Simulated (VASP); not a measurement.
# CuO (Fm-3m) in VASP: further runs

Runs on CuO. Level: PBE+U. Tasks: single point.

Program: VASP 6.6.1. These are calculated values, not measurements. Logs are shortened: lines on timing, memory, paths and dates and some standing lists are left out, and cuts for length are marked.

## (1) The cell of the first run

Symmetry: Fm-3m, No. 225, cubic system. The conventional cell has a = 4.187 Å, b = 4.187 Å, c = 4.187 Å, α = 90.00°, β = 90.00°, γ = 90.00°. Within 2.8 Å of Cu (site symmetry m-3m) lie 6 O at 2.09 Å. Within 2.8 Å of O (site symmetry m-3m) lie 6 Cu at 2.09 Å.

## (2) Single point, PBE+U, collinear spin, ferromagnetic start

INCAR

```
SYSTEM = CuO
ALGO     = Normal         ! electronic algorithm
EDIFF    = 1E-6           ! SCF threshold, eV
ENCUT    = 600            ! plane-wave cutoff, eV
GGA      = PE             ! functional
GGA_COMPAT= .False.      
ISIF     = 2              ! what is computed and relaxed
ISMEAR   = 0              ! smearing method
ISPIN    = 2              ! spin polarisation
LASPH    = .True.         ! aspherical terms in the spheres
LCHARG   = .True.         ! write CHGCAR
LDAU     = .True.         ! DFT+U
LDAUJ    = 0 0          
LDAUL    = 2 -1           ! shell
LDAUPRINT= 1            
LDAUTYPE = 2            
LDAUU    = 2.74 0         ! U, eV
LELF     = .True.         ! ELF
LMAXMIX  = 4              ! l up to which the mixer works
LORBIT   = 11             ! projections on sites
LREAL    = .False.        ! projectors in reciprocal space
LVHAR    = .True.       
LWAVE    = .False.        ! write WAVECAR
MAGMOM   = 0.42 0.42 0.27 0.27 ! initial moments
NBANDS   = 29             ! bands
NELM     = 200            ! most SCF steps
PREC     = Accurate       ! precision mode
SIGMA    = 0.0337         ! smearing width, eV
```

KPOINTS

```
k-points
0
Gamma
  6 6 4
  0 0 0
```

POSCAR

```
CuO
1.0
    2.0932558100      2.0932558100      0.0000000000
   -2.0932558100      2.0932558100      0.0000000000
    0.0000000000      0.0000000000      4.1865116200
Cu O
2 2
Direct
    0.0000000000      0.0000000000      0.0000000000
    0.5000000000      0.5000000000      0.5000000000
    0.0000000000      0.0000000000      0.5000000000
    0.5000000000      0.5000000000      0.0000000000
```

Potentials or basis: VASP PAW PBE potentials, release 64 (Cu, O).

Launch:

```
$ cat potpaw_PBE.64/Cu/POTCAR potpaw_PBE.64/O/POTCAR > POTCAR
$ mpirun -np 1 vasp_std > vasp.out
```

OUTCAR:

```text
SYSTEM = CuO
   EDIFF = 1E-6
   ENCUT = 600
   GGA = PE
   ISIF = 2
   ISMEAR = 0
   ISPIN = 2
   LASPH = .True.
   LORBIT = 11
   LREAL = .False.
   NELM = 200
   PREC = Accurate

 ion  position               nearest neighbor table
   1  0.000  0.000  0.000-   3 2.09   4 2.09   3 2.09   4 2.09   4 2.09   4 2.09
   2  0.500  0.500  0.500-   3 2.09   4 2.09   4 2.09   3 2.09   3 2.09   3 2.09
   3  0.000  0.000  0.500-   1 2.09   2 2.09   1 2.09   2 2.09   2 2.09   2 2.09
   4  0.500  0.500  0.000-   1 2.09   2 2.09   2 2.09   1 2.09   1 2.09   1 2.09

  LATTYP: Found a simple tetragonal cell.
 ALAT       =     2.9603107560
 C/A-ratio  =     1.4142135624

  Lattice vectors:

 A1 = (   2.0932558100,   2.0932558100,   0.0000000000)
 A2 = (  -2.0932558100,   2.0932558100,   0.0000000000)
 A3 = (   0.0000000000,   0.0000000000,   4.1865116200)

Analysis of symmetry for initial positions (statically):
=====================================================================
 Subroutine PRICEL returns following result:

  LATTYP: Found a face centered cubic cell.
 ALAT       =     4.1865116200
[... 12 lines left out ...]
 Subroutine GETGRP returns: Found 16 space group operations
 (whereof 16 operations were pure point group operations)
 out of a pool of 16 trial point group operations.

The static configuration has the point symmetry D_4h.

Analysis of symmetry for dynamics (positions and initial velocities):
=====================================================================
 Subroutine PRICEL returns following result:

  LATTYP: Found a face centered cubic cell.
 ALAT       =     4.1865116200
[... 12 lines left out ...]
 Subroutine GETGRP returns: Found 16 space group operations
 (whereof 16 operations were pure point group operations)
 out of a pool of 16 trial point group operations.

The dynamic configuration has the point symmetry D_4h.

Analysis of structural, dynamic, and magnetic symmetry:
=====================================================================
 Subroutine PRICEL returns following result:

  LATTYP: Found a face centered cubic cell.
 ALAT       =     4.1865116200
[... 12 lines left out ...]
 Subroutine GETGRP returns: Found 16 space group operations
 (whereof 16 operations were pure point group operations)
 out of a pool of 16 trial point group operations.

The overall configuration has the point symmetry D_4h.

 Subroutine INISYM returns: Found 16 space group operations
 (whereof 16 operations are pure point group operations),
 and found     2 'primitive' translations

----------------------------------------------------------------------------------------

                                     Primitive cell

  volume of cell :      18.3441

  direct lattice vectors                    reciprocal lattice vectors
     0.000000000 -2.093255810 -2.093255810    -0.238862349 -0.238862349 -0.238862349
     2.093255810  0.000000000 -2.093255810     0.238862349  0.238862349 -0.238862349
     2.093255810 -2.093255810  0.000000000     0.238862349 -0.238862349  0.238862349

  length of vectors
     2.960310756  2.960310756  2.960310756     0.413721725  0.413721725  0.413721725

  position of ions in fractional coordinates (direct lattice)
[... 137 lines left out ...]
 -0.0000  0.9643 -0.0000 -0.0000 -0.0000
 -0.0000 -0.0000  0.7053 -0.0000 -0.0000
  0.0000 -0.0000 -0.0000  0.9643  0.0000
 -0.0000 -0.0000 -0.0000  0.0000  0.7858

 occupancies and eigenvectors

  o =  0.7053  v =  0.0000  0.0000  0.0000  0.0000  0.0000  0.0000  0.0000 -1.0000  0.0000 -0.0000      0.0000  0.0000  0.0000  0.0000  0.0000  0.0000  0.0000  0.0000  0.0000  0.0000
  o =  0.7858  v =  0.0000  0.0000  0.0000  0.0000  0.0000  0.0000  0.0000 -0.0000  0.0000  1.0000      0.0000  0.0000  0.0000  0.0000  0.0000  0.0000  0.0000  0.0000  0.0000  0.0000
  o =  0.9641  v =  0.0000  0.0000  0.0000  0.0000  0.0000  1.0000  0.0000  0.0000  0.0000  0.0000      0.0000  0.0000  0.0000  0.0000  0.0000  0.0000  0.0000  0.0000  0.0000  0.0000
  o =  0.9643  v =  0.0000  0.0000  0.0000  0.0000  0.0000  0.0000  0.6270  0.0000  0.7790 -0.0000      0.0000  0.0000  0.0000  0.0000  0.0000  0.0000  0.0000  0.0000  0.0000  0.0000
  o =  0.9643  v =  0.0000  0.0000  0.0000  0.0000  0.0000  0.0000 -0.7790 -0.0000  0.6270 -0.0000      0.0000  0.0000  0.0000  0.0000  0.0000  0.0000  0.0000  0.0000  0.0000  0.0000
  o =  0.9670  v =  0.0000 -0.0000  0.0000 -0.0000 -1.0000  0.0000  0.0000  0.0000  0.0000  0.0000      0.0000  0.0000  0.0000  0.0000  0.0000  0.0000  0.0000  0.0000  0.0000  0.0000
  o =  0.9680  v =  1.0000  0.0000  0.0000  0.0000  0.0000  0.0000  0.0000  0.0000  0.0000  0.0000      0.0000  0.0000  0.0000  0.0000  0.0000  0.0000  0.0000  0.0000  0.0000  0.0000
  o =  0.9681  v =  0.0000 -0.9764  0.0000 -0.2162  0.0000  0.0000  0.0000  0.0000  0.0000  0.0000      0.0000  0.0000  0.0000  0.0000  0.0000  0.0000  0.0000  0.0000  0.0000  0.0000
  o =  0.9681  v =  0.0000  0.2162 -0.0000 -0.9764 -0.0000  0.0000  0.0000  0.0000  0.0000  0.0000      0.0000  0.0000  0.0000  0.0000  0.0000  0.0000  0.0000  0.0000  0.0000  0.0000
  o =  0.9772  v =  0.0000  0.0000  1.0000  0.0000  0.0000  0.0000  0.0000  0.0000  0.0000  0.0000      0.0000  0.0000  0.0000  0.0000  0.0000  0.0000  0.0000  0.0000  0.0000  0.0000

atom =   2  type =  1  l = 2

 onsite density matrix

spin component  1

  0.9680  0.0000  0.0000  0.0000 -0.0000
  0.0000  0.9681  0.0000 -0.0000 -0.0000
  0.0000  0.0000  0.9772 -0.0000  0.0000
  0.0000 -0.0000 -0.0000  0.9681  0.0000
 -0.0000 -0.0000  0.0000  0.0000  0.9670

spin component  2

  0.9641 -0.0000 -0.0000  0.0000 -0.0000
 -0.0000  0.9643 -0.0000 -0.0000  0.0000
 -0.0000 -0.0000  0.7053 -0.0000  0.0000
  0.0000 -0.0000 -0.0000  0.9643  0.0000
 -0.0000  0.0000  0.0000  0.0000  0.7858

 occupancies and eigenvectors

  o =  0.7053  v =  0.0000  0.0000  0.0000  0.0000  0.0000  0.0000  0.0000 -1.0000 -0.0000  0.0000      0.0000  0.0000  0.0000  0.0000  0.0000  0.0000  0.0000  0.0000  0.0000  0.0000
  o =  0.7858  v =  0.0000  0.0000  0.0000  0.0000  0.0000  0.0000  0.0000 -0.0000  0.0000 -1.0000      0.0000  0.0000  0.0000  0.0000  0.0000  0.0000  0.0000  0.0000  0.0000  0.0000
  o =  0.9641  v =  0.0000  0.0000  0.0000  0.0000  0.0000  1.0000  0.0000  0.0000  0.0000  0.0000      0.0000  0.0000  0.0000  0.0000  0.0000  0.0000  0.0000  0.0000  0.0000  0.0000
  o =  0.9643  v =  0.0000  0.0000  0.0000  0.0000  0.0000  0.0000 -0.9353 -0.0000 -0.3539 -0.0000      0.0000  0.0000  0.0000  0.0000  0.0000  0.0000  0.0000  0.0000  0.0000  0.0000
  o =  0.9643  v =  0.0000  0.0000  0.0000  0.0000  0.0000  0.0000  0.3539  0.0000 -0.9353  0.0000      0.0000  0.0000  0.0000  0.0000  0.0000  0.0000  0.0000  0.0000  0.0000  0.0000
  o =  0.9670  v =  0.0000 -0.0000 -0.0000  0.0000  1.0000  0.0000  0.0000  0.0000  0.0000  0.0000      0.0000  0.0000  0.0000  0.0000  0.0000  0.0000  0.0000  0.0000  0.0000  0.0000
  o =  0.9680  v =  1.0000  0.0000  0.0000  0.0000  0.0000  0.0000  0.0000  0.0000  0.0000  0.0000      0.0000  0.0000  0.0000  0.0000  0.0000  0.0000  0.0000  0.0000  0.0000  0.0000
  o =  0.9681  v =  0.0000 -0.1168 -0.0000 -0.9932 -0.0000  0.0000  0.0000  0.0000  0.0000  0.0000      0.0000  0.0000  0.0000  0.0000  0.0000  0.0000  0.0000  0.0000  0.0000  0.0000
  o =  0.9681  v =  0.0000  0.9932  0.0000 -0.1168  0.0000  0.0000  0.0000  0.0000  0.0000  0.0000      0.0000  0.0000  0.0000  0.0000  0.0000  0.0000  0.0000  0.0000  0.0000  0.0000
  o =  0.9772  v =  0.0000 -0.0000  1.0000  0.0000  0.0000  0.0000  0.0000  0.0000  0.0000  0.0000      0.0000  0.0000  0.0000  0.0000  0.0000  0.0000  0.0000  0.0000  0.0000  0.0000

 number of electron      34.0000035 magnetization       1.5044753

 Free energy of the ion-electron system (eV)
  ---------------------------------------------------
  ext. energy  EPLUGINS =         0.00000000
  ---------------------------------------------------
  free energy    TOTEN  =       -17.14072889 eV

  energy without entropy =      -17.14014543  energy(sigma->0) =      -17.14043716

 E-fermi :   6.3723     XC(G=0): -12.5876

 val. band max:        6.3382833385   @ k =   0.3333   0.1667   0.0000
 cond. band min:       6.4083830367   @ k =   0.3333   0.0000   0.2500
 fundamental gap:      0.0700996982
 Fermi energy:         6.3723117752

 spin component 1

 k-point     1 :       0.0000    0.0000    0.0000
  band No.  band energies     occupation
      1     -13.4059      1.00000
      2     -12.0170      1.00000
      3       0.0021      1.00000
      4       2.3299      1.00000
      5       2.6431      1.00000
      6       2.6431      1.00000
[... 1529 lines left out ...]
     28      27.4199      0.00000
     29      32.0111      0.00000

 [... further k-points ...]

------------------------ aborting loop because EDIFF is reached ----------------------------------------

  FORCE on cell =-STRESS in cart. coord.  units (eV):
  Direction    XX          YY          ZZ          XY          YZ          ZX
  --------------------------------------------------------------------------------------
  -------------------------------------------------------------------------------------
  Total        1.7900085      1.7900085      0.9737931      0.0000000     -0.0000000      0.0000000
  in kB       78.1697601     78.1697601     42.5255927      0.0000000     -0.0000000      0.0000000
  external PRESSURE =      66.2883710 kB  Pullay stress =       0.0000000 kB

 VOLUME and BASIS-vectors are now :
 -----------------------------------------------------------------------------
  energy-cutoff  :      600.00
  volume of cell :       36.69
      direct lattice vectors                 reciprocal lattice vectors
     2.093255810  2.093255810  0.000000000     0.238862349  0.238862349  0.000000000
    -2.093255810  2.093255810  0.000000000    -0.238862349  0.238862349  0.000000000
     0.000000000  0.000000000  4.186511620     0.000000000  0.000000000  0.238862349

 POSITION                                       TOTAL-FORCE (eV/Angst)
 -----------------------------------------------------------------------------------
      0.00000      0.00000      0.00000        -0.000000      0.000000      0.000000
      0.00000      2.09326      2.09326        -0.000000      0.000000      0.000000
      0.00000      0.00000      2.09326        -0.000000      0.000000      0.000000
      0.00000      2.09326      0.00000         0.000000     -0.000000     -0.000000
 -----------------------------------------------------------------------------------
    total drift:                                0.000000     -0.000000     -0.000000

  FREE ENERGIE OF THE ION-ELECTRON SYSTEM (eV)
  ---------------------------------------------------
  free  energy   TOTEN  =       -17.1407288865 eV

  energy  without entropy=      -17.1401454272  energy(sigma->0) =      -17.14043716

 total charge

# of ion       s       p       d       tot
------------------------------------------
    1        0.314   0.339   9.212   9.865
    2        0.314   0.339   9.212   9.865
    3        1.571   3.376   0.000   4.947
    4        1.571   3.376   0.000   4.947
--------------------------------------------------
tot          3.770   7.430  18.423  29.623

 magnetization (x)

# of ion       s       p       d       tot
------------------------------------------
    1       -0.005   0.005   0.465   0.465
    2       -0.005   0.005   0.465   0.465
    3        0.008   0.253   0.000   0.261
    4        0.008   0.253   0.000   0.261
--------------------------------------------------
tot          0.005   0.516   0.930   1.452
```

Run time: 2.2 min. Hardware: 1 thread of Intel Xeon 8259CL, shared host; peak memory 0.2 GiB.

Results:

- Free energy: -17.1407 eV
- Pressure: 6.6 GPa
- Net moment: 1.50 μB per cell
- Site moments: Cu +0.47; O +0.26 μB
- Valence electrons inside the program's atomic spheres: Cu 9.87; O 4.95

Eigenvalues of the final occupation matrices:
```
    site  spin  trace               eigenvalues
site 1 d     1   4.85  0.97 0.97 0.97 0.97 0.98
site 1 d     2   4.38  0.71 0.79 0.96 0.96 0.96
site 2 d     1   4.85  0.97 0.97 0.97 0.97 0.98
site 2 d     2   4.38  0.71 0.79 0.96 0.96 0.96
```

Caveat: the k points lie up to 0.38 Å⁻¹ apart. The state reached can hang on the start; a lower one may exist.

## (3) Single point, PBE+U, collinear spin

INCAR

```
SYSTEM = CuO
PREC     = Accurate       ! precision mode
ENCUT    = 600            ! plane-wave cutoff, eV
EDIFF    = 1E-6           ! SCF threshold, eV
ISMEAR   = 0              ! smearing method
SIGMA    = 0.0337         ! smearing width, eV
LREAL    = .FALSE.        ! projectors in reciprocal space
LASPH    = .TRUE.         ! aspherical terms in the spheres
NELM     = 200            ! most SCF steps
ALGO     = Normal         ! electronic algorithm
ISIF     = 2              ! what is computed and relaxed
LWAVE    = .FALSE.        ! write WAVECAR
LCHARG   = .TRUE.         ! write CHGCAR
ISPIN    = 2              ! spin polarisation
MAGMOM   = 0.15 0.15 0.09 0.09 ! initial moments
LORBIT   = 11             ! projections on sites
LMAXMIX  = 4              ! l up to which the mixer works
LDAU     = .TRUE.         ! DFT+U
LDAUTYPE = 2            
LDAUL    = 2 -1           ! shell
LDAUU    = 2.74 0         ! U, eV
LDAUJ    = 0 0          
LDAUPRINT= 1            
GGA      = PE             ! functional
LELF     = .TRUE.         ! ELF
LVHAR    = .TRUE.       
NBANDS   = 29             ! bands
GGA_COMPAT= .FALSE.
```

KPOINTS

```
Automatic mesh
0
Gamma
  6 6 4
  0.5 0.5 0.5
```

POSCAR is that of step 2.

Potentials or basis: VASP PAW PBE potentials, release 64 (Cu, O).

Launch:

```
$ cat potpaw_PBE.64/Cu/POTCAR potpaw_PBE.64/O/POTCAR > POTCAR
$ mpirun -np 1 vasp_std > vasp.out
```

It took 59 s on 1 thread of Intel Xeon 8259CL, shared host; peak memory 0.18 GiB.

It converged, with:

| Property | Result |
| --- | --- |
| Free energy | -17.1850 eV |
| Pressure | 5.3 GPa |
| Net moment | 0.44 μB per cell |
| Site moments | Cu +0.14; O +0.07 μB |
| Valence electrons inside the program's atomic spheres | Cu 9.88; O 4.93 |

Stress tensor (GPa, compression positive):
```
4.69 0.00 0.00
0.00 4.69 0.00
0.00 0.00 6.42
```

Levels at points of the mesh, in eV from the Fermi level:
Spin up:
```tsv
k point	band 15	band 16	band 17	band 18	band 19	band 20	band 21	band 22
(0.08, 0.08, 0.12)	-2.11	-2.07	-1.60	-1.31	2.88	6.74	10.95	11.88
```
Spin down:
```
           k point  band 14  band 15  band 16  band 17  band 18  band 19  band 20  band 21  band 22  band 23
(0.08, 0.08, 0.12)    -2.00    -1.90    -1.76    -1.11    -0.99     2.95     6.79    11.05    11.92    15.70
```

Eigenvalues of the final occupation matrices:
```
    site  spin  trace               eigenvalues
site 1 d     1   4.70  0.88 0.93 0.97 0.97 0.97
site 1 d     2   4.56  0.81 0.85 0.96 0.96 0.96
site 2 d     1   4.70  0.88 0.93 0.97 0.97 0.97
site 2 d     2   4.56  0.81 0.85 0.96 0.96 0.96
```

Caveat: the k points lie up to 0.38 Å⁻¹ apart.
